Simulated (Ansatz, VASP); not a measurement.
# One calculation of KBr, two programs

```xyz
2
Lattice="0.0000 3.0129 3.1439 3.0129 0.0000 3.1439 3.0129 3.0129 0.0000" Properties=species:S:1:pos:R:3 pbc="T T T"
K     0.0000    0.0000    0.0000
Br    3.0129    3.0129    3.1439
```

Change from the starting cell: strain -0.080 along x and y, -0.040 along z, atoms carried along.

Alike in both runs: task single point; functional PBEsol; k mesh 6 × 6 × 6; occupations gaussian, width 0.05 eV; no spin polarisation.

|  | VASP | Ansatz |
| --- | --- | --- |
| version | VASP 6.6.1 | Ansatz 0.2.0 |
| potentials or method | VASP PAW PBE potentials, release 64 (K_sv, Br), cutoff 520 eV | scalar-relativistic, plane waves, PAW |
| valence electrons in the cell | 16 | 16 |

VASP gave:

| Item | Value |
| --- | --- |
| gap on the k mesh at the Fermi level (eV) | 4.90 |
| least direct gap on the mesh (eV) | 4.90 |
| pressure (GPa) | 5.7 |
| traceless stress, the component that is largest in VASP (GPa) | -2.36 |

Which values does Ansatz return?

gap on the k mesh at the Fermi level (eV): 4.90; least direct gap on the mesh (eV): 4.90; pressure (GPa): 5.5; traceless stress, the component that is largest in VASP (GPa): -2.31.

VASP's potentials were made for PBE, not for PBEsol. With one functional, cell and mesh, what is left measures potentials, basis and numerics.
